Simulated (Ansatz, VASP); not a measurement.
## LiH: VASP beside Ansatz

POSCAR

```
LiH
1.0
    0.0000000000      2.0029948335      2.0029948335
    2.0029948335      0.0000000000      2.0029948335
    2.0029948335      2.0029948335      0.0000000000
Li H
1 1
Direct
    0.0000000000      0.0000000000      0.0000000000
    0.5000000000      0.5000000000      0.5000000000
```

File INCAR.step1:

```
SYSTEM = LiH
PREC = Accurate ; ENCUT = 520
EDIFF = 1E-5 ; ISMEAR = 0
SIGMA = 0.01 ; LREAL = .False.
LASPH = .True. ; NELM = 80
ALGO = Normal ; ISIF = 2
LWAVE = .True. ; LCHARG = .False.
NBANDS = 9 ; GGA = PE
```

INCAR.step2

```
SYSTEM = LiH
PREC = Accurate ; ENCUT = 520
EDIFF = 1E-7 ; ISMEAR = 0
SIGMA = 0.01 ; LREAL = .False.
LASPH = .True. ; NELM = 80
ALGO = Normal ; ISIF = 2
LWAVE = .False. ; LCHARG = .False.
GGA = PE ; LHFCALC = .True.
AEXX = 0.75 ; HFSCREEN = 0.3
PRECFOCK = Normal ; NBANDS = 9
ISTART = 1
```

KPOINTS

```
Automatic mesh
0
Gamma
  6 6 6
  0 0 0
```

Input for Ansatz:

```yaml
crystal:
  lattice:
    - [0.0, 2.0029948335, 2.0029948335]
    - [2.0029948335, 0.0, 2.0029948335]
    - [2.0029948335, 2.0029948335, 0.0]
  atoms:
    - { symbol: Li, position: [0.0, 0.0, 0.0] }
    - { symbol: H, position: [0.5, 0.5, 0.5] }
kpoints:
  mp_grid: { grid: [6, 6, 6] }
hamiltonian:
  xc: { exchange: pbe, correlation: pbe, exx: { coeff: 0.75, omega: 0.3 } }
scf:
  occupations: { method: fixed }
  n_extra_bands: 4
output:
  forces: true
  stress: true
  eigenvalues: true
```

Alike in both runs: task single point; functional PBE-based screened hybrid with a share of 0.75 of exact exchange and HFSCREEN = 0.3; k mesh 6 × 6 × 6; no spin polarisation.

```csv
,VASP,Ansatz
version,VASP 6.6.1,Ansatz 0.2.0
potentials or method,"VASP PAW PBE potentials, release 64 (Li_sv, H)",plane waves
plane-wave cutoff (eV),520,420
occupations,"gaussian, width 0.01 eV",fixed
valence electrons in the cell,4,4
```

|  | VASP | Ansatz | Ansatz less VASP |
| --- | --- | --- | --- |
| gap on the k mesh at the Fermi level (eV) | 5.50 | 5.50 | +0.002 |

VASP's potentials were made for PBE, not for PBE-based screened hybrid. Ansatz's warnings: stress exchange threshold loose, stress scf threshold loose.

The k mesh is coarse, so the values compare programs but aren't converged. Noted on VASP's run: the cutoff is under 1.25 times that of the potentials, so the pressure is a little rough.
